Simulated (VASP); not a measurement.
# Si (Fm-3m) in VASP: a series of runs

The runs below take Si through single point, relaxation of cell and atoms, with PBEsol.

Program: VASP 6.6.1. These are calculated values, not measurements. Logs are shortened: lines on timing, memory, paths and dates and some standing lists are left out, and cuts for length are marked.

**1. The cell of the first run**

Symmetry: Fm-3m, No. 225, cubic system. Conventional cell: a = 3.928 Å, b = 3.928 Å, c = 3.928 Å, α = 90.00°, β = 90.00°, γ = 90.00°. Within 3.7 Å of Si (site symmetry m-3m) lie 12 Si at 2.78 Å.

**2. Single point, PBEsol (volume scaled by 1.08)**

The input, INCAR:

```
PREC = Accurate
ENCUT = 520
EDIFF = 1E-7
ISMEAR = -1
SIGMA = 0.1
LREAL = False
LASPH = True
NELM = 60
ALGO = Normal
ISIF = 2
LWAVE = False
LCHARG = False
GGA = PS
NBANDS = 8
```

The input, KPOINTS:

```
Automatic mesh
0
Gamma
  16 16 16
```

The input, POSCAR:

```
Si
1.0
    0.0000000000      1.9639290258      1.9639290258
    1.9639290258      0.0000000000      1.9639290258
    1.9639290258      1.9639290258      0.0000000000
Si
1
Direct
    0.0000000000      0.0000000000      0.0000000000
```

Potentials or basis: VASP PAW PBE potentials, release 64 (Si).

Started as:

```bash
$ cat potpaw_PBE.64/Si/POTCAR > POTCAR
$ mpirun -np 1 vasp_std > vasp.out
```

OUTCAR:

```text
PREC = Accurate
   ENCUT = 520
   EDIFF = 1E-7
   ISMEAR = -1
   LREAL = False
   LASPH = True
   NELM = 60
   ISIF = 2
   GGA = PS

 ion  position               nearest neighbor table
   1  0.000  0.000  0.000-

  LATTYP: Found a face centered cubic cell.
 ALAT       =     3.9278580516

  Lattice vectors:

 A1 = (   0.0000000000,   1.9639290258,   1.9639290258)
 A2 = (   1.9639290258,   0.0000000000,   1.9639290258)
 A3 = (   1.9639290258,   1.9639290258,   0.0000000000)

Analysis of symmetry for initial positions (statically):
=====================================================================
 Subroutine PRICEL returns:
 Original cell was already a primitive cell.

 Routine SETGRP: Setting up the symmetry group for a
 face centered cubic supercell.

 Subroutine GETGRP returns: Found 48 space group operations
[... 9 lines left out ...]

 Routine SETGRP: Setting up the symmetry group for a
 face centered cubic supercell.

 Subroutine GETGRP returns: Found 48 space group operations
 (whereof 48 operations were pure point group operations)
 out of a pool of 48 trial point group operations.

The dynamic configuration has the point symmetry O_h .

 Subroutine INISYM returns: Found 48 space group operations
 (whereof 48 operations are pure point group operations),
 and found     1 'primitive' translations

----------------------------------------------------------------------------------------

                                     Primitive cell

  volume of cell :      15.1498

  direct lattice vectors                    reciprocal lattice vectors
     0.000000000  1.963929026  1.963929026    -0.254591685  0.254591685  0.254591685
     1.963929026  0.000000000  1.963929026     0.254591685 -0.254591685  0.254591685
     1.963929026  1.963929026  0.000000000     0.254591685  0.254591685 -0.254591685

  length of vectors
     2.777415064  2.777415064  2.777415064     0.440965734  0.440965734  0.440965734

  position of ions in fractional coordinates (direct lattice)
     0.000000000  0.000000000  0.000000000

  ion indices of the primitive-cell ions
   primitive index   ion index
                 1           1

----------------------------------------------------------------------------------------

 KPOINTS: Automatic mesh

Automatic generation of k-mesh.
 Grid dimensions read from file:
 generate k-points for:   16   16   16

 Generating k-lattice:

  Cartesian coordinates                     Fractional coordinates (reciprocal lattice)
    -0.015911980  0.015911980  0.015911980     0.062500000  0.000000000  0.000000000
     0.015911980 -0.015911980  0.015911980     0.000000000  0.062500000  0.000000000
     0.015911980  0.015911980 -0.015911980     0.000000000  0.000000000  0.062500000

  Length of vectors
     0.027560358  0.027560358  0.027560358

  Shift w.r.t. Gamma in fractional coordinates (k-lattice)
     0.000000000  0.000000000  0.000000000

 Subroutine IBZKPT returns following result:
 ===========================================

 Found    145 irreducible k-points:

 Following reciprocal coordinates:
            Coordinates               Weight
  0.000000  0.000000  0.000000      1.000000
  0.062500  0.000000  0.000000      8.000000
  0.125000  0.000000  0.000000      8.000000
  0.187500  0.000000  0.000000      8.000000
  0.250000  0.000000  0.000000      8.000000
  0.312500  0.000000  0.000000      8.000000
[... 16 lines left out ...]
 -0.125000  0.062500  0.000000     24.000000
 -0.062500  0.062500  0.000000     12.000000
 [... further k-points ...]
   k-points           NKPTS =    145   k-points in BZ     NKDIM =    145   number of bands    NBANDS=      8
   number of dos      NEDOS =    301   number of ions     NIONS =      1
   total plane-waves  NPLWV =  13824
   dimension x,y,z NGX =    24 NGY =   24 NGZ =   24
   dimension x,y,z NGXF=    48 NGYF=   48 NGZF=   48
   ions per type =               1
   NGX,Y,Z   is equivalent  to a cutoff of  14.37, 14.37, 14.37 a.u.
   NGXF,Y,Z  is equivalent  to a cutoff of  28.73, 28.73, 28.73 a.u.
 SYSTEM =  unknown system
   PREC   = accura    normal or accurate (medium, high low for compatibility)
   ISTART =      0    job   : 0-new  1-cont  2-samecut
   ICHARG =      2    charge: 1-file 2-atom 10-const
   ISPIN  =      1    spin polarized calculation?
   LNONCOLLINEAR =      F non collinear calculations
   LSORBIT =      F    spin-orbit coupling
   LASPH  =      T    aspherical Exc in radial PAW
   ENCUT  =  520.0 eV  38.22 Ry    6.18 a.u.   5.16  5.16  5.16*2*pi/ulx,y,z
   NELM   =     60;   NELMIN=  2; NELMDL= -5     # of ELM steps
   EDIFF  = 0.1E-06   stopping-criterion for ELM
   LREAL  =      F    real-space projection
   EDIFFG = 0.1E-05   stopping-criterion for IOM
   NSW    =      0    number of steps for IOM
   IBRION =     -1    ionic relax: 0-MD 1-quasi-New 2-CG
   NFREE  =      0    steps in history (QN), initial steepest desc. (CG)
   ISIF   =      2    stress and relaxation
   ISYM   =      2    0-nonsym 1-usesym 2-fastsym
   POTIM  = 0.5000    time-step for ionic-motion
   TEBEG  =    0.0;   TEEND  =   0.0 temperature during run
   PSTRESS=    0.0 pullay stress
   NELECT =       4.0000    total number of electrons
   NUPDOWN=      -1.0000    fix difference up-down
   EMIN   =  10.00;   EMAX   =-10.00  energy-range for DOS
   EFERMI =   0.00;   METHOD = LEGACY
   ISMEAR =    -1;   SIGMA  =   0.10  broadening in eV -4-tet -1-fermi 0-gaus
   EFERMI_NEDOS =   21; number of points for ismear=-14 and -15
   IALGO  =     38    algorithm
   IMIX   =      4    mixing-type and parameters
     AMIX     =   0.40;   BMIX     =  1.00
     AMIX_MAG =   1.60;   BMIX_MAG =  1.00
  volume/ion in A,a.u.               =      15.15       102.24
  Fermi-wavevector in a.u.,A,eV,Ry     =   1.050249  1.984683 15.007545  1.103023
  Thomas-Fermi vector in A             =   2.185245
   LORBIT       =      0    0 simple, 1 ext, 2 COOP (PROOUT), +10 PAW based schemes
   GGA     = PS    functional components
   LHFCALC =     F    Hartree Fock is set to
   AEXX    =    0.0000 exact exchange contribution
   IVDW    =     0    specifies the selected vdW correction
   LEPSILON=     F    determine dielectric tensor
   LRPA    =     F    only Hartree local field effects (RPA)
 non-spin polarized calculation
  energy-cutoff  :      520.00
  volume of cell :       15.15
 maximum number of plane-waves:       419
 NGX is ok and might be reduce to    24
   NGX = 11   NGY = 11   NGZ = 11

 number of electron       4.0000000 magnetization

 Free energy of the ion-electron system (eV)
  ---------------------------------------------------
  ext. energy  EPLUGINS =         0.00000000
  ---------------------------------------------------
  free energy    TOTEN  =        -5.32666675 eV

  energy without entropy =       -5.30964268  energy(sigma->0) =       -5.31815471

 E-fermi :   9.5452     XC(G=0): -11.0629

 val. band max:        9.5354937433   @ k =  -0.2500   0.4375   0.1875
 cond. band min:       9.5471837231   @ k =  -0.2500   0.2500   0.0000
 fundamental gap:      0.0116899798
 Fermi energy:         9.5451885606

 k-point     1 :       0.0000    0.0000    0.0000
  band No.  band energies     occupation
      1      -4.5100      2.00000
      2      20.1074      0.00000
      3      20.1074      0.00000
      4      20.1074      0.00000
      5      21.2756      0.00000
      6      21.2756      0.00000
      7      21.2756      0.00000
      8      26.4949      0.00000

 k-point     2 :       0.0625    0.0000    0.0000
  band No.  band energies     occupation
      1      -4.3998      2.00000
      2      18.3653      0.00000
      3      19.6178      0.00000
      4      19.6178      0.00000
      5      21.8979      0.00000
      6      21.8979      0.00000
      7      22.0774      0.00000
      8      27.3299      0.00000

 k-point     3 :       0.1250    0.0000    0.0000
  band No.  band energies     occupation
      1      -4.0695      2.00000
      2      15.8403      0.00000
      3      18.9438      0.00000
      4      18.9438      0.00000
      5      22.3714      0.00000
      6      22.8678      0.00000
      7      22.8678      0.00000
      8      26.3900      0.00000

 k-point     4 :       0.1875    0.0000    0.0000
  band No.  band energies     occupation
      1      -3.5203      2.00000
      2      13.2691      0.00000
      3      18.3957      0.00000
      4      18.3957      0.00000
      5      22.3201      0.00000
      6      23.2844      0.00000
      7      23.2844      0.00000
      8      26.1169      0.00000

 k-point     5 :       0.2500    0.0000    0.0000
  band No.  band energies     occupation
      1      -2.7543      2.00000
      2      10.7869      0.00001
      3      18.0058      0.00000
      4      18.0058      0.00000
      5      22.2134      0.00000
      6      22.6427      0.00000
      7      22.6427      0.00000
      8      27.1737      0.00000

 k-point     6 :       0.3125    0.0000    0.0000
  band No.  band energies     occupation
      1      -1.7746      2.00000
      2       8.4466      1.99997
      3      17.7714      0.00000
      4      17.7714      0.00000
      5      21.7399      0.00000
      6      21.7399      0.00000
      7      22.1605      0.00000
      8      26.7811      0.00000

 k-point     7 :       0.3750    0.0000    0.0000
  band No.  band energies     occupation
      1      -0.5866      2.00000
      2       6.2763      2.00000
      3      17.6712      0.00000
      4      17.6712      0.00000
      5      20.9565      0.00000
      6      20.9565      0.00000
      7      22.1898      0.00000
      8      25.8770      0.00000
[... 133 lines left out ...]
 k-point    20 :      -0.3125    0.0625    0.0000
  band No.  band energies     occupation
      1      -1.3048      2.00000
      2       7.7934      2.00000
      3      16.0260      0.00000
      4      18.3471      0.00000
      5      21.0376      0.00000
      6      21.7274      0.00000
      7      22.7964      0.00000
      8      27.3703      0.00000

 k-point    21 :      -0.2500    0.0625    0.0000
  band No.  band energies     occupation
      1      -2.3542      2.00000
      2      10.0764      0.00981
      3      16.1480      0.00000
      4      18.8091      0.00000
      5      21.6689      0.00000
      6      22.7191      0.00000
      7      22.7942      0.00000
      8      26.4542      0.00000

 k-point    22 :      -0.1875    0.0625    0.0000
  band No.  band energies     occupation
      1      -3.1915      2.00000
      2      12.5096      0.00000
      3      16.4514      0.00000
      4      19.2929      0.00000
      5      22.3543      0.00000
      6      22.8195      0.00000
      7      23.6955      0.00000
      8      25.1136      0.00000

 k-point    23 :      -0.1250    0.0625    0.0000
  band No.  band energies     occupation
      1      -3.8130      2.00000
      2      15.0462      0.00000
      3      16.9360      0.00000
      4      19.8196      0.00000
      5      22.2184      0.00000
      6      22.7645      0.00000
      7      23.9878      0.00000
      8      25.0534      0.00000

 k-point    24 :      -0.0625    0.0625    0.0000
  band No.  band energies     occupation
      1      -4.2162      2.00000
      2      17.5158      0.00000
      3      17.6464      0.00000
      4      20.1690      0.00000
      5      21.5597      0.00000
      6      22.4170      0.00000
      7      23.2631      0.00000
      8      26.1285      0.00000

 [... further k-points ...]
[... 5 lines left out ...]
  --------------------------------------------------------------------------------------
  -------------------------------------------------------------------------------------
  Total       -0.5472981     -0.5472981     -0.5472981     -0.0000000     -0.0000000      0.0000000
  in kB      -57.8798176    -57.8798176    -57.8798176     -0.0000000     -0.0000000      0.0000000
  external PRESSURE =     -57.8798176 kB  Pullay stress =       0.0000000 kB

 VOLUME and BASIS-vectors are now :
 -----------------------------------------------------------------------------
  energy-cutoff  :      520.00
  volume of cell :       15.15
      direct lattice vectors                 reciprocal lattice vectors
     0.000000000  1.963929026  1.963929026    -0.254591685  0.254591685  0.254591685
     1.963929026  0.000000000  1.963929026     0.254591685 -0.254591685  0.254591685
     1.963929026  1.963929026  0.000000000     0.254591685  0.254591685 -0.254591685

 POSITION                                       TOTAL-FORCE (eV/Angst)
 -----------------------------------------------------------------------------------
      0.00000      0.00000      0.00000         0.000000      0.000000     -0.000000
 -----------------------------------------------------------------------------------
    total drift:                               -0.000000      0.000000     -0.000000

  FREE ENERGIE OF THE ION-ELECTRON SYSTEM (eV)
  ---------------------------------------------------
  free  energy   TOTEN  =        -5.3266667489 eV

  energy  without entropy=       -5.3096426751  energy(sigma->0) =       -5.31815471
```

Run time: 8.1 s. Hardware: 1 thread of Intel Xeon 6975P-C, shared host; peak memory 0.14 GiB.

Results:

```yaml
Free_energy: -5.3267 eV
Pressure: -5.8 GPa
Band_gap_on_the_k_mesh: zero (band 2 reaches 20.11 eV, above the bottom of band 3 at 6.56 eV)
```

Caveat: the PAW data sets were made with another functional, which shifts forces and pressure a little.

(Part 1 of 2 ends here.)
